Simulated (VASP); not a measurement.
# CaS: single point with r2SCAN

CaS:

```
Ca S
1.0
     0.00000    2.84793    2.84793
     2.84793    0.00000    2.84793
     2.84793    2.84793    0.00000
Ca S
1 1
Direct
  0.00000 0.00000 0.00000
  0.50000 0.50000 0.50000
```

- Program: VASP 6.6.1
- Task: single point
- Functional: r2SCAN
- Potentials or basis: VASP PAW PBE potentials, release 64 (Ca_sv, S)
- Cutoff: 550 eV
- k mesh: 8 × 8 × 8
- Occupations: gaussian, width 0.01 eV
- Spin: no spin polarisation
- Dipole correction: no
- Further INCAR settings: ALGO = Normal; EDIFF = 1e-06; NBANDS = 15

| Quantity | Value |
| --- | --- |
| Pressure | 0.3 GPa |
| Band gap on the k mesh | 2.80 eV, indirect (least direct gap 3.63 eV) |

Levels at points of the mesh, in eV from the valence-band top:
```tsv
k point	band 4	band 5	band 6	band 7	band 8	band 9	band 10	band 11	band 12	band 13
(0.00, 0.00, 0.00)	-20.82	-11.79	0.00	0.00	0.00	4.67	4.67	4.67	4.92	5.31
(0.50, 0.00, 0.00)	-20.83	-10.96	-3.10	-1.16	-1.16	5.79	6.68	6.82	6.82	8.82
(0.50, 0.50, 0.00)	-20.87	-11.15	-2.31	-0.83	-0.83	2.80	6.18	6.77	7.41	7.41
```

Run time: 120 s on 1 thread of Intel Xeon 8259CL, on a shared host, peak memory 0.2 GiB.

Caveat: the PAW data sets were made with another functional, which shifts forces and pressure a little. A k mesh can miss the band edges.
